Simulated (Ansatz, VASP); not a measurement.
**AlAs in VASP and in Ansatz**

```
Al As
1.0
     0.00000    2.95055    2.95055
     2.95055    0.00000    2.95055
     2.95055    2.95055    0.00000
Al As
1 1
Direct
  0.75000 0.75000 0.75000
  0.00000 0.00000 0.00000
```

Alike in both runs: task single point; functional PBE; k mesh 6 × 6 × 6; occupations gaussian, width 0.1 eV; no spin polarisation.

|  | VASP | Ansatz |
| --- | --- | --- |
| version | VASP 6.6.1 | Ansatz 0.2.0 |
| potentials or method | VASP PAW PBE potentials, release 64 (Al, As), cutoff 500 eV | scalar-relativistic, plane waves, PAW |
| valence electrons in the cell | 8 | 18 |

```tsv
	VASP	Ansatz	Ansatz less VASP
gap on the k mesh at the Fermi level (eV)	1.11	1.11	-0.003
least direct gap on the mesh (eV)	1.11	1.11	-0.003
pressure (GPa)	-4.8	-4.9	-0.10
```

VASP's potentials hold 8 valence electrons a cell and Ansatz's 18, so a difference there can come from the potentials and not from the codes.
